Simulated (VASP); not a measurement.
A run of VASP 6.6.1 is set up as follows.

The input INCAR:

```
PREC = Accurate
ENCUT = 600
EDIFF = 1E-6
ISMEAR = 0
SIGMA = 0.02
LREAL = False
LASPH = True
NELM = 60
ALGO = Normal
ISIF = 4
LWAVE = False
LCHARG = False
GGA = PS
IBRION = 2
NSW = 50
EDIFFG = -0.01
```

KPOINTS

```
Automatic mesh
0
Gamma
  6 6 6
```

The input POSCAR:

```
BaH2
1.0
    4.4559993505      0.0000000000      0.0000000000
   -2.2279996753      3.8590086368      0.0000000000
    0.0000000000      0.0000000000      5.9486641141
Ba H
2 4
Direct
    0.6666666667      0.3333333333      0.7500000000
    0.3333333333      0.6666666667      0.2500000000
    0.3333333333      0.6666666667      0.7500000000
    0.6666666667      0.3333333333      0.2500000000
    0.0000000000      0.0000000000      0.5000000000
    0.0000000000      0.0000000000      0.0000000000
```

Potentials or basis: VASP PAW PBE potentials, release 64 (Ba_sv, H).

Run with:

```sh
$ cat potpaw_PBE.64/Ba_sv/POTCAR potpaw_PBE.64/H/POTCAR > POTCAR
$ mpirun -np 1 vasp_std > vasp.out
```

**Question.** Estimate the band gap on the k mesh.

**Answer.** 1.47 eV (least direct gap 2.50 eV).

Step by step:
```
step  energy change (eV)  largest force (eV/Å)  pressure (GPa)  volume (Å³)
   1              0.0000                0.0000           -1.24       102.29
   2             -0.0003                0.0000           -1.22       102.29
   3             -0.0006                0.0000           -1.18       102.29
```

Caveat: the PAW data sets were made with another functional, which shifts forces and pressure a little; spin-orbit coupling is left out, which moves the levels of the heavy elements. A k mesh can miss the band edges.
